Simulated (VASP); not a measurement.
Wanted: the native input for a VASP 6.6.1 run.

```
Task                   : single point
Functional             : PBEsol
Potentials or basis    : VASP PAW PBE potentials, release 64 (Zr_sv, Ge_d, Ir)
Cutoff                 : 410 eV
k mesh                 : 1 × 1 × 1, shifted
Occupations            : fermi-dirac, width 0.1939 eV
Spin                   : no spin polarisation
Dipole correction      : no
Mended                 : yes
Further INCAR settings : LREAL = Auto; ALGO = Normal; EDIFF = 1e-06; NBANDS = 138; ISYM = -1
```

The structure of ZrGeIr lies in POSCAR:

```
ZrGeIr
1.0
    7.6545470000      0.2839950000     -0.0721760000
    0.2839950000      7.2242080000     -0.0962080000
   -0.0721760000     -0.0962080000      7.2686380000
Zr Ge Ir
7 7 7
Direct
    0.4693173753      0.6092869821      0.5177394627
    0.9169588333      0.0373354822      0.0658470532
    0.8818576270      0.3472321006      0.7638250057
    0.8849107021      0.7263782400      0.5158688206
    0.2847090227      0.2630842956      0.8880821926
    0.2872243645      0.9366204090      0.7104703910
    0.1778384557      0.2823531929      0.4696119554
    0.5478343201      0.6271689155      0.8854659094
    0.5860451318      0.2949289677      0.0893282785
    0.0329555834      0.4861797742      0.1955454359
    0.7460355204      0.3969742831      0.3777248174
    0.3876841725      0.1285243927      0.2510114780
    0.2346392181      0.8229414975      0.3503961644
    0.6094965380      0.8283039567      0.2399700589
    0.2143744854      0.7025181461      0.8922386228
    0.8295378240      0.0675163897      0.4150906042
    0.8756619029      0.6790211520      0.9411550060
    0.5528077151      0.9742981554      0.9287497502
    0.3597398408      0.5478250749      0.1948861310
    0.5165048173      0.1934932238      0.6223607294
    0.8349098373     -0.0141902889      0.7452147477
```

One way to write it, as run:

INCAR

```
SYSTEM = ZrGeIr
ALGO = Normal
EDIFF = 1E-6
ENCUT = 410
GGA = PS
GGA_COMPAT = .False.
ISIF = 2
ISMEAR = -1
ISYM = -1
LASPH = .True.
LCHARG = .False.
LREAL = Auto
LWAVE = .False.
NBANDS = 138
NELM = 120
PREC = Accurate
SIGMA = 0.1939
```

KPOINTS

```
explicit points
1
Reciprocal
  0.25000000   0.25000000   0.25000000 1
```

Potentials or basis: VASP PAW PBE potentials, release 64 (Zr_sv, Ge_d, Ir).

Launch:

```sh
$ cat potpaw_PBE.64/Zr_sv/POTCAR potpaw_PBE.64/Ge_d/POTCAR potpaw_PBE.64/Ir/POTCAR > POTCAR
$ mpirun -np 1 vasp_std > vasp.out
```

It gave:

```
Pressure               : 0.9 GPa
Largest force          : 3.421 eV/Å
Band gap on the k mesh : zero (an odd number of electrons rules out a gap without spin polarisation)
```

Caveat: the atoms stand as in a frame of molecular dynamics; the PAW data sets were made with another functional, which shifts forces and pressure a little; spin-orbit coupling is left out, which moves the levels of the heavy elements.

Wall time 95 s on 1 thread of Intel(R) Xeon(R) Platinum 8488C (Sapphire Rapids) (shared host), peak memory 0.37 GiB.
